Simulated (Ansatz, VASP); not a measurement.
One calculation of Co2HgSe2, two programs

```
CELL_PARAMETERS angstrom
0.00000 3.63618 0.00000
3.63618 0.00000 0.00000
1.81809 1.81809 -8.81027
ATOMIC_POSITIONS crystal
Hg 0.00000 0.00000 0.00000
Se 0.33108 0.33108 0.33785
Se 0.66892 0.66892 0.66215
Co 0.75000 0.25000 0.50000
Co 0.25000 0.75000 0.50000
```

Alike in both runs: functional PBE; k mesh 5 × 5 × 5; occupations fermi-dirac, width 0.0167 eV; no spin polarisation.

Ansatz relaxed the structure, and its values are those at the end. VASP's run is a single point on that final structure, the one shown.

```csv
,VASP,Ansatz
version,VASP 6.6.1,Ansatz 0.2.0
potentials or method,"VASP PAW PBE potentials, release 64 (Hg, Se, Co), cutoff 520 eV",PAW plane waves
valence electrons in the cell,42,86
```

Ansatz gave:

```
gap on the k mesh at the Fermi level (eV) : none
pressure (GPa)                            : 0.0
rms of the force components (eV/Å)        : 0.000
```

Question: What did VASP give for the same quantities?

Answer: gap on the k mesh at the Fermi level (eV): none; pressure (GPa): 0.1; rms of the force components (eV/Å): 0.008.

A gap of «none» marks a metal or a gap that the smearing closes. VASP's potentials hold 42 valence electrons a cell and Ansatz's 86, so a difference there can come from the potentials and not from the codes.

Neither program's run includes spin-orbit coupling.
